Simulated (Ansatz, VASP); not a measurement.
## Zr: VASP beside Ansatz

```
CELL_PARAMETERS angstrom
2.82557 0.00000 0.00000
0.00000 2.82557 0.00000
0.00000 0.00000 2.82557
ATOMIC_POSITIONS crystal
Zr 0.00000 0.00000 0.00000
```

Alike in both runs: task single point; functional PBEsol; k mesh 12 × 12 × 12; occupations fermi-dirac, width 0.1 eV; no spin polarisation.

|  | VASP | Ansatz |
| --- | --- | --- |
| version | VASP 6.6.1 | Ansatz 0.2.0 |
| potentials or method | VASP PAW PBE potentials, release 64 (Zr_sv), cutoff 520 eV | plane waves (420 eV) with PAW, scalar-relativistic |
| valence electrons in the cell | 12 | 12 |

|  | VASP | Ansatz | Ansatz less VASP |
| --- | --- | --- | --- |
| pressure (GPa) | 3.6 | 3.4 | -0.14 |

VASP's potentials were made for PBE, not for PBEsol, and Ansatz warns of the same on its side.
